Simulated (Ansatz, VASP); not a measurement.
# Ag: VASP beside Ansatz

```
CELL_PARAMETERS angstrom
0.00000 2.08802 2.08802
2.08802 0.00000 2.08802
2.08802 2.08802 0.00000
ATOMIC_POSITIONS crystal
Ag 0.00000 0.00000 0.00000
```

Alike in both runs: task single point; functional r2SCAN; k mesh 10 × 10 × 10; occupations methfessel-paxton of order 1, width 0.2097 eV; no spin polarisation.

```csv
,VASP,Ansatz
version,VASP 6.6.1,Ansatz 0.2.0
potentials or method,"VASP PAW PBE potentials, release 64 (Ag), cutoff 520 eV",PAW plane waves
valence electrons in the cell,11,19
```

Ansatz gave:

* pressure (GPa): -4.4

Problem. Estimate VASP's values.

Solution. Pressure (GPa): -4.3.

VASP's potentials were made for PBE, not for r2SCAN. The functional is the same, so the differences come from potentials, cutoffs and numerics. VASP's potentials hold 11 valence electrons a cell and Ansatz's 19, so a difference there can come from the potentials and not from the codes.
